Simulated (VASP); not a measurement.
A run of VASP 6.6.1 is set up as follows.

File INCAR:

```
PREC = Accurate ; ENCUT = 520
EDIFF = 1E-6 ; ISMEAR = -1
SIGMA = 0.05 ; LREAL = F
LASPH = T ; NELM = 100
ALGO = Normal ; ISIF = 2
LWAVE = F ; LCHARG = F
NBANDS = 22
```

The input KPOINTS:

```
Automatic mesh
0
Gamma
  11 10 7
```

Contents of POSCAR:

```
SiNi
1.0
    2.9147077519      0.0000000000      0.0000000000
    0.0000000000      3.2566494819      0.0000000000
    0.0000000000      0.0000000000      4.6400071295
Si Ni
2 2
Direct
    0.0000000000      0.0000000000      0.1590255150
    0.5000000000      0.5000000000      0.8409744850
    0.0000000000      0.0000000000      0.6572403216
    0.5000000000      0.5000000000      0.3427596784
```

Potentials or basis: VASP PAW LDA potentials, release 64 (Si, Ni).

The run is started by

```console
$ cat potpaw_LDA.64/Si/POTCAR potpaw_LDA.64/Ni/POTCAR > POTCAR
$ mpirun -np 1 vasp_std > vasp.out
```

Predict the pressure.

0.5 GPa.

Estimate the largest force.

0.019 eV/Å.

Predict the band gap on the k mesh.

zero (band 14 reaches 13.51 eV, above the bottom of band 15 at 11.59 eV).

Stress tensor (GPa, compression positive):
```
0.27 0.00 0.00
0.00 0.38 0.00
0.00 0.00 0.73
```

Spin polarisation is off, so any magnetic state and its effect on volume and gap are missing.
